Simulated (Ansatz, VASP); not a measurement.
# One calculation of Y, two programs

POSCAR

```
Y
1.0
    0.0000000000      3.5872907026      3.5872907026
    3.5872907026      0.0000000000      3.5872907026
    3.5872907026      3.5872907026      0.0000000000
Y
2
Direct
    0.1250000000      0.1250000000      0.1250000000
    0.8750000000      0.8750000000      0.8750000000
```

The input INCAR.step1:

```
ALGO = Normal
EDIFF = 1E-4
ENCUT = 520
GGA = PE
ISMEAR = -1
LASPH = True
LCHARG = False
LREAL = False
LWAVE = True
NBANDS = 18
NELM = 80
PREC = Accurate
SIGMA = 0.1
```

INCAR.step2

```
ALGO = Normal
EDIFF = 1E-7
ENCUT = 520
ISIF = 2
ISMEAR = -1
ISTART = 1
LASPH = True
LCHARG = False
LMIXTAU = True
LREAL = False
LWAVE = False
METAGGA = R2SCAN
NBANDS = 18
NELM = 80
PREC = Accurate
SIGMA = 0.1
```

KPOINTS

```
k-points
0
Gamma
  9 9 9
```

Input for Ansatz:

```yaml
crystal:
  lattice:
    - [0.0, 3.5872907026, 3.5872907026]
    - [3.5872907026, 0.0, 3.5872907026]
    - [3.5872907026, 3.5872907026, 0.0]
  atoms:
    - { symbol: "Y", position: [0.125, 0.125, 0.125] }
    - { symbol: "Y", position: [0.875, 0.875, 0.875] }
hamiltonian:
  xc: r2scan
  pseudopotentials:
    kind: paw
    azcp:
      "Y": "pseudopotentials/Y.paw.azcp"
basis:
  ecutwfc: 500
  fft_grid_basis: typed
kpoints:
  mp_grid: { grid: [9, 9, 9], shift: [0, 0, 0] }
magnetization:
  spin_polarized: false
scf:
  occupations: { method: fermi_dirac, width: 0.1 }
  lower_state_search: "off"
output:
  stress: true
```

Alike in both runs: task single point; functional r2SCAN; k mesh 9 × 9 × 9; occupations fermi-dirac, width 0.1 eV; no spin polarisation.

|  | VASP | Ansatz |
| --- | --- | --- |
| version | VASP 6.6.1 | Ansatz 0.2.0 |
| potentials or method | VASP PAW PBE potentials, release 64 (Y_sv), cutoff 520 eV | plane waves (500 eV) with PAW, scalar-relativistic |
| valence electrons in the cell | 22 | 22 |

Ansatz gave:

| Item | Value |
| --- | --- |
| pressure (GPa) | -1.0 |

Q: Which values does VASP return?

A: Pressure (GPa): -0.9.

VASP's potentials were made for PBE, not for r2SCAN. The functional is the same, so the differences come from potentials, cutoffs and numerics.
